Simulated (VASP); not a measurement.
# Ge (P6_3mc) in VASP: notebook, part 2 of 2

VASP 6.6.1.

### Step 6. Single point, LDA

This run uses another cell than the first one, of 39.05 Å³/atom, 0.943 times its volume.

INCAR

```
SYSTEM = Ge
PREC = Accurate ; ENCUT = 520
EDIFF = 1E-6 ; ISMEAR = -1
SIGMA = 0.05 ; LREAL = .False.
LASPH = .True. ; NELM = 60
ALGO = Normal ; ISIF = 2
LWAVE = .False. ; LCHARG = .False.
NBANDS = 36
```

KPOINTS

```
Automatic mesh
0
Gamma
  6 6 2
  0 0 0
```

POSCAR

```
Ge
1.0
    4.0504045371      0.0000000000      0.0000000000
   -2.0252022685      3.5077532247      0.0000000000
    0.0000000000      0.0000000000     10.9933590000
Ge
4
Direct
    0.6666666667      0.3333333333      0.4148480000
    0.3333333333      0.6666666667      0.9148480000
    0.0000000000      0.0000000000      0.4774520000
    0.0000000000      0.0000000000      0.9774520000
```

Potentials or basis: VASP PAW LDA potentials, release 64 (Ge_d).

Command:

```bash
cat potpaw_LDA.64/Ge_d/POTCAR > POTCAR
mpirun -np 1 vasp_std > vasp.out
```

OUTCAR:

```text
SYSTEM = Ge
   PREC = Accurate
   ENCUT = 520
   EDIFF = 1E-6
   ISMEAR = -1
   LREAL = .False.
   LASPH = .True.
   NELM = 60
   ISIF = 2

 ion  position               nearest neighbor table
   1  0.667  0.333  0.415-   3 2.44   3 2.44   3 2.44
   2  0.333  0.667  0.915-   4 2.44   4 2.44   4 2.44
   3  0.000  0.000  0.477-   1 2.44   1 2.44   1 2.44
   4  0.000  0.000  0.977-   2 2.44   2 2.44   2 2.44

  LATTYP: Found a hexagonal cell.
 ALAT       =     4.0504045371
 C/A-ratio  =     2.7141385260

  Lattice vectors:

[... 728 lines left out ...]
  Direction    XX          YY          ZZ          XY          YZ          ZX
  --------------------------------------------------------------------------------------
  -------------------------------------------------------------------------------------
  Total       -3.1187370     -3.1187370     -1.0267850     -0.0000000     -0.0000000     -0.0000000
  in kB      -31.9912708    -31.9912708    -10.5325188     -0.0000000     -0.0000000     -0.0000000
  external PRESSURE =     -24.8383535 kB  Pullay stress =       0.0000000 kB

 VOLUME and BASIS-vectors are now :
 -----------------------------------------------------------------------------
  energy-cutoff  :      520.00
  volume of cell :      156.19
      direct lattice vectors                 reciprocal lattice vectors
     4.050404537  0.000000000  0.000000000     0.246888920  0.142541384  0.000000000
    -2.025202269  3.507753225  0.000000000     0.000000000  0.285082768  0.000000000
     0.000000000  0.000000000 10.993359000     0.000000000  0.000000000  0.090964008

 POSITION                                       TOTAL-FORCE (eV/Angst)
 -----------------------------------------------------------------------------------
      2.02520      1.16925      4.56057        -0.000000      0.000000      0.259124
     -0.00000      2.33850     10.05725         0.000000      0.000000      0.259124
      0.00000      0.00000      5.24880        -0.000000      0.000000     -0.259124
      0.00000      0.00000     10.74548         0.000000      0.000000     -0.259124
 -----------------------------------------------------------------------------------
    total drift:                                0.000000      0.000000     -0.000568

  FREE ENERGIE OF THE ION-ELECTRON SYSTEM (eV)
  ---------------------------------------------------
  free  energy   TOTEN  =       -18.2283641358 eV

  energy  without entropy=      -18.2163803992  energy(sigma->0) =      -18.22237227
```

OSZICAR:

```text
N       E                     dE             d eps       ncg     rms          rms(c)
DAV:   1     0.506663941391E+03    0.50666E+03   -0.28738E+04  1164   0.346E+03
DAV:   2     0.692973210337E+02   -0.43737E+03   -0.42815E+03  1008   0.785E+02
DAV:   3    -0.136631190378E+02   -0.82960E+02   -0.81757E+02  1144   0.203E+02
DAV:   4    -0.184784320616E+02   -0.48153E+01   -0.47999E+01  1164   0.563E+01
DAV:   5    -0.186243763928E+02   -0.14594E+00   -0.14585E+00  1160   0.108E+01    0.414E+00
DAV:   6    -0.183575058538E+02    0.26687E+00   -0.18152E-01  1128   0.407E+00    0.236E+00
DAV:   7    -0.182212770135E+02    0.13623E+00   -0.34638E-01  1440   0.389E+00    0.226E-01
DAV:   8    -0.182282022331E+02   -0.69252E-02   -0.60373E-02  1112   0.278E+00    0.165E-01
DAV:   9    -0.182283266662E+02   -0.12443E-03   -0.19294E-03  1320   0.105E+00    0.938E-02
DAV:  10    -0.182283501024E+02   -0.23436E-04   -0.55596E-04  1124   0.125E+00    0.270E-02
DAV:  11    -0.182283511147E+02   -0.10122E-05   -0.22954E-04  1440   0.619E-01    0.133E-02
DAV:  12    -0.182283619229E+02   -0.10808E-04   -0.12996E-04  1596   0.129E-01    0.668E-03
DAV:  13    -0.182283644054E+02   -0.24824E-05   -0.26366E-05  1128   0.809E-02    0.378E-03
DAV:  14    -0.182283641358E+02    0.26957E-06   -0.23009E-06   740   0.131E-01
   1 F= -.18228364E+02 E0= -.18222372E+02  d E =-.119837E-01
```

stdout:

```text
POSCAR found type information on POSCAR Ge
 POSCAR found :  1 types and       4 ions
 scaLAPACK will be used
 LDA part: xc-table for (Slater(with rela. corr.)+CA(PZ))
 , standard interpolation
 POSCAR, INCAR and KPOINTS ok, starting setup
 FFT: planning ... GRIDC
 FFT: planning ... GRID_SOFT
 FFT: planning ... GRID
 WAVECAR not read
 entering main loop
```

Run time: 62 s. Hardware: 1 thread of Intel Xeon Platinum 8259CL at 2.50GHz (Skylake/Cascade Lake), shared host; peak memory 0.23 GiB.

Results:

```yaml
Free_energy: -18.2284 eV
Pressure: -2.5 GPa
Largest_force: 0.259 eV/Å
Band_gap_on_the_k_mesh: zero (filled and empty bands touch)
```

Forces on the atoms (eV/Å):
```
Ge   0.000  0.000  0.259
Ge   0.000  0.000  0.259
Ge   0.000  0.000 -0.259
Ge   0.000  0.000 -0.259
```

### Step 7. The runs side by side

```csv
level,potentials or basis,cell,gap on the mesh (eV),pressure (GPa),largest force (eV/Å)
r2SCAN,"VASP PAW PBE potentials, release 64 (Ge_d)","a = 4.130, b = 4.130, c = 11.209 Å, angles 90.0, 90.0, 120.0°, 4 atoms",none,-3.1,0.34
LDA,"VASP PAW LDA potentials, release 64 (Ge_d)","a = 3.968, b = 3.968, c = 10.769 Å, angles 90.0, 90.0, 120.0°, 4 atoms",none,-0.7,0.11
LDA,"VASP PAW LDA potentials, release 64 (Ge_d)","a = 3.996, b = 3.996, c = 10.845 Å, angles 90.0, 90.0, 120.0°, 4 atoms",none,-1.4,0.17
LDA,"VASP PAW LDA potentials, release 64 (Ge_d)","a = 4.023, b = 4.023, c = 10.920 Å, angles 90.0, 90.0, 120.0°, 4 atoms",none,-2.0,0.22
LDA,"VASP PAW LDA potentials, release 64 (Ge_d)","a = 4.050, b = 4.050, c = 10.993 Å, angles 90.0, 90.0, 120.0°, 4 atoms",none,-2.5,0.26
```

Alike in all rows: task single point; no spin polarisation; k mesh 6 × 6 × 2; cutoff (eV) 520; smearing fermi-dirac 0.05 eV.

Caveats: the PAW data sets were made with another functional, which shifts forces and pressure a little (some runs).

Total energies depend on the potentials used, so only differences within one code and one set of settings carry meaning.
